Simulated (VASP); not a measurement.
A run of VASP 6.6.1 is set up as follows.

The input INCAR:

```
PREC = Accurate ; ENCUT = 600
EDIFF = 1E-8 ; ISMEAR = -1
SIGMA = 0.05 ; LREAL = F
LASPH = T ; NELM = 100
ALGO = Normal ; ISIF = 3
LWAVE = F ; LCHARG = T
GGA = PE ; NBANDS = 17
IBRION = 6 ; NFREE = 2
POTIM = 0.015 ; NSW = 1
```

File KPOINTS:

```
regular mesh
0
Gamma
  7 7 4
```

Contents of POSCAR:

```
Hf
1.0
    3.1967000000      0.0000000000      0.0000000000
   -1.5983500000      2.7684234083      0.0000000000
    0.0000000000      0.0000000000      5.0578000000
Hf
2
Direct
    0.6666666667      0.3333333333      0.7500000000
    0.3333333333      0.6666666667      0.2500000000
```

Potentials or basis: VASP PAW PBE potentials, release 64 (Hf_pv).

Run with:

```bash
$ cat potpaw_PBE.64/Hf_pv/POTCAR > POTCAR
$ mpirun -np 1 vasp_std > vasp.out
```

Estimate the Voigt bulk modulus.

111 GPa.

Predict the highest phonon frequency at Γ.

102 cm⁻¹.

Elastic tensor in Voigt notation (GPa, in the Cartesian axes of the cell as first typed):
```
159 102  70   0   0   0
102 159  70   0   0   0
 70  70 201   0   0   0
  0   0   0  55   0   0
  0   0   0   0  55   0
  0   0   0   0   0  29
```
